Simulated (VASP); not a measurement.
Wanted: the native input for a VASP 6.6.1 run.

```
Task                   : single point
Functional             : PBEsol
Potentials or basis    : VASP PAW PBE potentials, release 64 (C)
Cutoff                 : 520 eV
k mesh                 : 10 × 7 × 10
Occupations            : fermi-dirac, width 0.02 eV
Spin                   : no spin polarisation
Dipole correction      : no
Further INCAR settings : ALGO = Normal; EDIFF = 1e-06; NBANDS = 16
```

The structure of C lies in POSCAR:

```
C
1.0
   -1.7769057192      1.7769057192      0.0000000000
    0.0000000000      0.0000000000      3.5538114383
    1.7769057192      1.7769057192      0.0000000000
C
4
Direct
    0.5000000000      0.3750000000      0.2500000000
    0.0000000000      0.8750000000      0.7500000000
    0.0000000000      0.1250000000      0.2500000000
    0.5000000000      0.6250000000      0.7500000000
```

One way to write it, as run:

INCAR

```
  PREC = Accurate
  ENCUT = 520
  EDIFF = 1E-6
  ISMEAR = -1
  SIGMA = 0.02
  LREAL = F
  LASPH = T
  NELM = 60
  ALGO = Normal
  ISIF = 2
  LWAVE = F
  LCHARG = F
  GGA = PS
  NBANDS = 16
```

KPOINTS

```
Automatic mesh
0
Gamma
  10 7 10
```

Potentials or basis: VASP PAW PBE potentials, release 64 (C).

Command:

```console
$ cat potpaw_PBE.64/C/POTCAR > POTCAR
$ mpirun -np 1 vasp_std > vasp.out
```

It gave:

| Item | Value |
| --- | --- |
| Pressure | 1.1 GPa |
| Band gap on the k mesh | 4.03 eV |

Caveat: the PAW data sets were made with another functional, which shifts forces and pressure a little.

It took 28 s on 1 thread of AMD EPYC 7R13, on a shared host, peak memory 0.11 GiB.
